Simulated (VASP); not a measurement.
# RbAg2 (P4/mmm) in VASP: single point with PBE

Aim: the single point of RbAg2 with PBE.

Program: VASP 6.6.1. These are calculated values, not measurements. Logs are shortened: lines on timing, memory, paths and dates and some standing lists are left out, and cuts for length are marked.

### Step 1. The cell of the first run

It takes space group P4/mmm (No. 123, tetragonal). Conventional cell: a = 4.197 Å, b = 4.197 Å, c = 5.063 Å, α = 90.00°, β = 90.00°, γ = 90.00°. Within 4.3 Å of Rb (site symmetry 4/mmm) lie 8 Ag at 3.24 Å and 4 Rb at 4.20 Å. Within 3.3 Å of Ag (site symmetry 4mm) lie 2 Ag at 2.48 to 2.59 Å and 4 Rb at 3.24 Å.

The cell was built from a structure type or drawn by symmetry, and may not be a known phase.

### Step 2. Single point, PBE

File INCAR:

```
SYSTEM = RbAg2
PREC = Accurate ; ENCUT = 520
EDIFF = 1E-7 ; ISMEAR = 0
SIGMA = 0.1 ; LREAL = .FALSE.
LASPH = .TRUE. ; NELM = 60
ALGO = Normal ; ISIF = 2
LWAVE = .FALSE. ; LCHARG = .TRUE.
GGA = PE ; LELF = .TRUE.
LVHAR = .TRUE. ; NBANDS = 22
```

File KPOINTS:

```
Automatic mesh
0
G
  4 4 4
  0 0 0
```

File POSCAR:

```
RbAg2
1.0
    4.1971211700      0.0000000000      0.0000000000
    0.0000000000      4.1971211700      0.0000000000
    0.0000000000      0.0000000000      5.0628027300
Rb Ag
1 2
Direct
    0.5000000000      0.5000000000      0.0000000000
    0.0000000000      0.0000000000      0.7445337500
    0.0000000000      0.0000000000      0.2554662500
```

Potentials or basis: VASP PAW PBE potentials, release 64 (Rb_sv, Ag).

Launch:

```sh
$ cat potpaw_PBE.64/Rb_sv/POTCAR potpaw_PBE.64/Ag/POTCAR > POTCAR
$ mpirun -np 1 vasp_std > vasp.out
```

OUTCAR:

```text
SYSTEM = RbAg2
   PREC = Accurate
   ENCUT = 520
   EDIFF = 1E-7
   ISMEAR = 0
   LREAL = .FALSE.
   LASPH = .TRUE.
   NELM = 60
   ISIF = 2
   GGA = PE

 ion  position               nearest neighbor table
   1  0.500  0.500  0.000-   2 3.24   3 3.24   2 3.24   3 3.24   2 3.24   3 3.24   2 3.24   3 3.24

   2  0.000  0.000  0.745-   3 2.48   3 2.59   1 3.24   1 3.24   1 3.24   1 3.24
   3  0.000  0.000  0.255-   2 2.48   2 2.59   1 3.24   1 3.24   1 3.24   1 3.24

  LATTYP: Found a simple tetragonal cell.
 ALAT       =     4.1971211700
 C/A-ratio  =     1.2062560324

  Lattice vectors:

 A1 = (   4.1971211700,   0.0000000000,   0.0000000000)
 A2 = (   0.0000000000,   4.1971211700,   0.0000000000)
 A3 = (   0.0000000000,   0.0000000000,   5.0628027300)

Analysis of symmetry for initial positions (statically):
=====================================================================
 Subroutine PRICEL returns:
 Original cell was already a primitive cell.

 Routine SETGRP: Setting up the symmetry group for a
 simple tetragonal supercell.

 Subroutine GETGRP returns: Found 16 space group operations
 (whereof 16 operations were pure point group operations)
 out of a pool of 16 trial point group operations.

The static configuration has the point symmetry D_4h.

Analysis of symmetry for dynamics (positions and initial velocities):
=====================================================================
 Subroutine PRICEL returns:
 Original cell was already a primitive cell.

 Routine SETGRP: Setting up the symmetry group for a
 simple tetragonal supercell.

 Subroutine GETGRP returns: Found 16 space group operations
 (whereof 16 operations were pure point group operations)
 out of a pool of 16 trial point group operations.

The dynamic configuration has the point symmetry D_4h.

 Subroutine INISYM returns: Found 16 space group operations
 (whereof 16 operations are pure point group operations),
 and found     1 'primitive' translations

----------------------------------------------------------------------------------------

                                     Primitive cell

  volume of cell :      89.1855

  direct lattice vectors                    reciprocal lattice vectors
     4.197121170  0.000000000  0.000000000     0.238258549  0.000000000  0.000000000
     0.000000000  4.197121170  0.000000000     0.000000000  0.238258549  0.000000000
     0.000000000  0.000000000  5.062802730     0.000000000  0.000000000  0.197519053

  length of vectors
     4.197121170  4.197121170  5.062802730     0.238258549  0.238258549  0.197519053

  position of ions in fractional coordinates (direct lattice)
     0.500000000  0.500000000  0.000000000
     0.000000000  0.000000000  0.744533750
     0.000000000  0.000000000  0.255466250

  ion indices of the primitive-cell ions
   primitive index   ion index
                 1           1
                 2           2
                 3           3

----------------------------------------------------------------------------------------

 KPOINTS: Automatic mesh

Automatic generation of k-mesh.
 Grid dimensions read from file:
 generate k-points for:    4    4    4

 Generating k-lattice:

  Cartesian coordinates                     Fractional coordinates (reciprocal lattice)
     0.059564637  0.000000000  0.000000000     0.250000000  0.000000000  0.000000000
     0.000000000  0.059564637  0.000000000     0.000000000  0.250000000  0.000000000
     0.000000000  0.000000000  0.049379763     0.000000000  0.000000000  0.250000000

  Length of vectors
     0.059564637  0.059564637  0.049379763

  Shift w.r.t. Gamma in fractional coordinates (k-lattice)
     0.000000000  0.000000000  0.000000000

 Subroutine IBZKPT returns following result:
 ===========================================

 Found     18 irreducible k-points:

 Following reciprocal coordinates:
            Coordinates               Weight
  0.000000  0.000000  0.000000      1.000000
  0.250000  0.000000  0.000000      4.000000
  0.500000  0.000000  0.000000      2.000000
  0.250000  0.250000  0.000000      4.000000
  0.500000  0.250000  0.000000      4.000000
  0.500000  0.500000  0.000000      1.000000
[... 10 lines left out ...]
  0.500000  0.250000  0.500000      4.000000
  0.500000  0.500000  0.500000      1.000000
   k-points           NKPTS =     18   k-points in BZ     NKDIM =     18   number of bands    NBANDS=     22
   number of dos      NEDOS =    301   number of ions     NIONS =      3
   total plane-waves  NPLWV =  40960
   dimension x,y,z NGX =    32 NGY =   32 NGZ =   40
   dimension x,y,z NGXF=    64 NGYF=   64 NGZF=   80
   ions per type =               1   2
   NGX,Y,Z   is equivalent  to a cutoff of  12.68, 12.68, 13.13 a.u.
   NGXF,Y,Z  is equivalent  to a cutoff of  25.35, 25.35, 26.27 a.u.
 SYSTEM =  RbAg2
   PREC   = accura    normal or accurate (medium, high low for compatibility)
   ISTART =      0    job   : 0-new  1-cont  2-samecut
   ICHARG =      2    charge: 1-file 2-atom 10-const
   ISPIN  =      1    spin polarized calculation?
   LNONCOLLINEAR =      F non collinear calculations
   LSORBIT =      F    spin-orbit coupling
   LASPH  =      T    aspherical Exc in radial PAW
   ENCUT  =  520.0 eV  38.22 Ry    6.18 a.u.   7.80  7.80  9.41*2*pi/ulx,y,z
   NELM   =     60;   NELMIN=  2; NELMDL= -5     # of ELM steps
   EDIFF  = 0.1E-06   stopping-criterion for ELM
   LREAL  =      F    real-space projection
   EDIFFG = 0.1E-05   stopping-criterion for IOM
   NSW    =      0    number of steps for IOM
   IBRION =     -1    ionic relax: 0-MD 1-quasi-New 2-CG
   NFREE  =      0    steps in history (QN), initial steepest desc. (CG)
   ISIF   =      2    stress and relaxation
   ISYM   =      2    0-nonsym 1-usesym 2-fastsym
   POTIM  = 0.5000    time-step for ionic-motion
   TEBEG  =    0.0;   TEEND  =   0.0 temperature during run
   PSTRESS=    0.0 pullay stress
   NELECT =      31.0000    total number of electrons
   NUPDOWN=      -1.0000    fix difference up-down
   EMIN   =  10.00;   EMAX   =-10.00  energy-range for DOS
   EFERMI =   0.00;   METHOD = LEGACY
   ISMEAR =     0;   SIGMA  =   0.10  broadening in eV -4-tet -1-fermi 0-gaus
   EFERMI_NEDOS =   21; number of points for ismear=-14 and -15
   IALGO  =     38    algorithm
   IMIX   =      4    mixing-type and parameters
     AMIX     =   0.40;   BMIX     =  1.00
     AMIX_MAG =   1.60;   BMIX_MAG =  1.00
  volume/ion in A,a.u.               =      29.73       200.62
  Fermi-wavevector in a.u.,A,eV,Ry     =   1.151058  2.175185 18.026844  1.324936
  Thomas-Fermi vector in A             =   2.287719
   LORBIT       =      0    0 simple, 1 ext, 2 COOP (PROOUT), +10 PAW based schemes
   GGA     = PE    functional components
   LHFCALC =     F    Hartree Fock is set to
   AEXX    =    0.0000 exact exchange contribution
   IVDW    =     0    specifies the selected vdW correction
   LEPSILON=     F    determine dielectric tensor
   LRPA    =     F    only Hartree local field effects (RPA)
 non-spin polarized calculation
 Gauss-broadening in eV      SIGMA  =   0.10
  energy-cutoff  :      520.00
  volume of cell :       89.19
 maximum number of plane-waves:      2424
 NGX is ok and might be reduce to    32
   NGX = 15   NGY = 15   NGZ = 19

 number of electron      31.0000019 magnetization

 Free energy of the ion-electron system (eV)
  ---------------------------------------------------
  ext. energy  EPLUGINS =         0.00000000
  ---------------------------------------------------
  free energy    TOTEN  =        -4.95833036 eV

  energy without entropy =       -4.94857087  energy(sigma->0) =       -4.95345061

 E-fermi :   3.3111     XC(G=0):  -8.8585

 val. band max:        3.0272164688   @ k =   0.5000   0.5000   0.5000
 cond. band min:       3.3416513499   @ k =   0.2500   0.2500   0.2500
 fundamental gap:      0.3144348811
 Fermi energy:         3.3111329018

 k-point     1 :       0.0000    0.0000    0.0000
  band No.  band energies     occupation
      1     -24.0792      2.00000
      2      -8.2901      2.00000
      3      -8.1859      2.00000
      4      -8.1859      2.00000
      5      -3.1810      2.00000
      6      -1.9762      2.00000
[... 14 lines left out ...]
     21       9.3914      0.00000
     22       9.3914      0.00000

 k-point     2 :       0.2500    0.0000    0.0000
  band No.  band energies     occupation
      1     -24.0695      2.00000
      2      -8.4047      2.00000
      3      -8.2561      2.00000
      4      -8.1786      2.00000
      5      -3.1485      2.00000
      6      -2.0968      2.00000
[... 14 lines left out ...]
     21       9.2142      0.00000
     22      10.0047      0.00000

 k-point     3 :       0.5000    0.0000    0.0000
  band No.  band energies     occupation
      1     -24.0598      2.00000
      2      -8.6057      2.00000
      3      -8.2215      2.00000
      4      -8.1714      2.00000
      5      -3.1241      2.00000
      6      -2.2009      2.00000
[... 14 lines left out ...]
     21       8.9746      0.00000
     22      10.9893      0.00000

 k-point     4 :       0.2500    0.2500    0.0000
  band No.  band energies     occupation
      1     -24.0605      2.00000
      2      -8.3955      2.00000
      3      -8.3540      2.00000
      4      -8.2355      2.00000
      5      -3.1417      2.00000
      6      -2.1303      2.00000
[... 14 lines left out ...]
     21       8.4704      0.00000
     22      10.0567      0.00000

 k-point     5 :       0.5000    0.2500    0.0000
  band No.  band energies     occupation
      1     -24.0515      2.00000
      2      -8.5575      2.00000
      3      -8.3451      2.00000
      4      -8.2149      2.00000
      5      -3.1372      2.00000
      6      -2.1186      2.00000
[... 267 lines left out ...]
 k-point    16 :       0.2500    0.2500    0.5000
  band No.  band energies     occupation
      1     -24.0592      2.00000
      2      -8.3809      2.00000
      3      -8.3480      2.00000
      4      -8.2946      2.00000
      5      -1.4844      2.00000
      6      -1.2500      2.00000
[... 14 lines left out ...]
     21       9.9910      0.00000
     22      10.2399      0.00000

 k-point    17 :       0.5000    0.2500    0.5000
  band No.  band energies     occupation
      1     -24.0502      2.00000
      2      -8.5432      2.00000
      3      -8.3383      2.00000
      4      -8.2686      2.00000
      5      -1.4792      2.00000
      6      -1.3010      2.00000
[... 14 lines left out ...]
     21       9.3311      0.00000
     22      10.3513      0.00000

 k-point    18 :       0.5000    0.5000    0.5000
  band No.  band energies     occupation
      1     -24.0419      2.00000
      2      -8.5016      2.00000
      3      -8.5016      2.00000
      4      -8.2605      2.00000
      5      -1.4571      2.00000
      6      -1.2846      2.00000
[... 14 lines left out ...]
     21       8.9092      0.00000
     22      10.5227      0.00000

------------------------ aborting loop because EDIFF is reached ----------------------------------------

  FORCE on cell =-STRESS in cart. coord.  units (eV):
  Direction    XX          YY          ZZ          XY          YZ          ZX
  --------------------------------------------------------------------------------------
  -------------------------------------------------------------------------------------
  Total        3.7883563      3.7883563      6.2894475      0.0000000      0.0000000      0.0000000
  in kB       68.0561497     68.0561497    112.9871512      0.0000000      0.0000000      0.0000000
  external PRESSURE =      83.0331502 kB  Pullay stress =       0.0000000 kB

 VOLUME and BASIS-vectors are now :
 -----------------------------------------------------------------------------
  energy-cutoff  :      520.00
  volume of cell :       89.19
      direct lattice vectors                 reciprocal lattice vectors
     4.197121170  0.000000000  0.000000000     0.238258549  0.000000000  0.000000000
     0.000000000  4.197121170  0.000000000     0.000000000  0.238258549  0.000000000
     0.000000000  0.000000000  5.062802730     0.000000000  0.000000000  0.197519053

 POSITION                                       TOTAL-FORCE (eV/Angst)
 -----------------------------------------------------------------------------------
      2.09856      2.09856      0.00000         0.000000      0.000000      0.000000
      0.00000      0.00000      3.76943        -0.000000      0.000000      0.269103
      0.00000      0.00000      1.29338         0.000000     -0.000000     -0.269103
 -----------------------------------------------------------------------------------
    total drift:                                0.000000     -0.000000     -0.000000

  FREE ENERGIE OF THE ION-ELECTRON SYSTEM (eV)
  ---------------------------------------------------
  free  energy   TOTEN  =        -4.9583303597 eV

  energy  without entropy=       -4.9485708696  energy(sigma->0) =       -4.95345061
```

It took 46 s on 1 thread of Intel Xeon Platinum 8259CL at 2.50GHz (Skylake/Cascade Lake), shared host; peak memory 0.2 GiB.

Results:

```
Free energy            : -4.9583 eV
Pressure               : 8.3 GPa
Largest force          : 0.269 eV/Å
Band gap on the k mesh : zero (an odd number of electrons rules out a gap without spin polarisation)
```

Forces in eV/Å, atoms in the order of the input:
```
Rb   0.000  0.000  0.000
Ag   0.000  0.000  0.269
Ag   0.000  0.000 -0.269
```

Caveat: the k points lie up to 0.37 Å⁻¹ apart, too coarse for converged energies and pressures of a metal.
